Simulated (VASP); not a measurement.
Wanted: the native input for a VASP 6.6.1 run.

```
Task                   : single point
Functional             : PBEsol
Potentials or basis    : VASP PAW PBE potentials, release 64 (C)
Cutoff                 : 520 eV
k mesh                 : 14 × 14 × 14
Occupations            : fermi-dirac, width 0.03 eV
Spin                   : no spin polarisation
Dipole correction      : no
Further INCAR settings : ALGO = Normal; EDIFF = 1e-06; NBANDS = 11
```

The structure of C lies in POSCAR:

```
C
1.0
    0.0000000000      1.7803725545      1.7803725545
    1.7803725545      0.0000000000      1.7803725545
    1.7803725545      1.7803725545      0.0000000000
C
2
Direct
    0.0000000000      0.0000000000      0.0000000000
    0.2500000000      0.2500000000      0.2500000000
```

The input as run:

INCAR

```
  ALGO = Normal
  EDIFF = 1E-6
  ENCUT = 520
  GGA = PS
  ISIF = 2
  ISMEAR = -1
  LASPH = True
  LCHARG = False
  LREAL = False
  LWAVE = False
  NBANDS = 11
  NELM = 80
  PREC = Accurate
  SIGMA = 0.03
```

KPOINTS

```
k-points
0
Gamma
  14 14 14
```

Potentials or basis: VASP PAW PBE potentials, release 64 (C).

Run with:

```console
$ cat potpaw_PBE.64/C/POTCAR > POTCAR
$ mpirun -np 1 vasp_std > vasp.out
```

It gave:

The pressure is -1.5 GPa and the band gap on the k mesh is 4.02 eV, indirect (least direct gap 5.55 eV).

Caveat: the PAW data sets were made with another functional, which shifts forces and pressure a little.

Wall time 11 s on 1 thread of Intel Xeon 6975P-C, with other jobs on the host, peak memory 0.12 GiB.
